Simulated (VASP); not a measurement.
A run of VASP 6.6.1 is set up as follows.

Contents of INCAR:

```
SYSTEM = BN
PREC = Accurate
ENCUT = 520
EDIFF = 1E-7
ISMEAR = 0
SIGMA = 0.05
LREAL = .False.
LASPH = .True.
NELM = 100
ALGO = Normal
ISIF = 2
LWAVE = .False.
LCHARG = .False.
GGA = PE
NBANDS = 16
```

The input KPOINTS:

```
regular mesh
0
Gamma
  16 16 8
  0 0 0
```

Contents of POSCAR:

```
BN
1.0
    2.5545252835      0.0000000000      0.0000000000
   -1.2772626417      2.2122837901      0.0000000000
    0.0000000000      0.0000000000      4.2245532456
B N
2 2
Direct
    0.6666666667      0.3333333333      0.0001868914
    0.3333333333      0.6666666667      0.5001868914
    0.6666666667      0.3333333333      0.3748131086
    0.3333333333      0.6666666667      0.8748131086
```

Potentials or basis: VASP PAW PBE potentials, release 64 (B, N).

Command:

```sh
$ cat potpaw_PBE.64/B/POTCAR potpaw_PBE.64/N/POTCAR > POTCAR
$ mpirun -np 1 vasp_std > vasp.out
```

Q: Predict the pressure.

A: 0.2 GPa.

Q: What does it give for the band gap on the k mesh?

A: 5.29 eV (least direct gap 8.23 eV).

Forces in eV/Å, atoms in the order of the input:
```
B    0.000  0.000  0.002
B    0.000  0.000  0.002
N    0.000  0.000 -0.002
N    0.000  0.000 -0.002
```

A k mesh can miss the band edges.
